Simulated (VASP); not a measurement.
Input of a VASP 6.6.1 run:

File INCAR:

```
SYSTEM = HfB
  ALGO = Normal
  EDIFF = 1E-6
  ENCUT = 520
  ISIF = 2
  ISMEAR = -1
  LASPH = .True.
  LCHARG = .False.
  LREAL = .False.
  LWAVE = .False.
  NBANDS = 14
  NELM = 100
  PREC = Accurate
  SIGMA = 0.05
```

Contents of KPOINTS:

```
k-points
0
Gamma
  15 15 15
  0 0 0
```

POSCAR

```
HfB
1.0
    0.0000000000      2.3100000000      2.3100000000
    2.3100000000      0.0000000000      2.3100000000
    2.3100000000      2.3100000000      0.0000000000
Hf B
1 1
Direct
    0.5000000000      0.5000000000      0.5000000000
    0.0000000000      0.0000000000      0.0000000000
```

Potentials or basis: VASP PAW LDA potentials, release 64 (Hf_pv, B).

The run is started by

```sh
$ cat potpaw_LDA.64/Hf_pv/POTCAR potpaw_LDA.64/B/POTCAR > POTCAR
$ mpirun -np 1 vasp_std > vasp.out
```

Question: What does it give for the pressure?

Answer: 20.0 GPa.
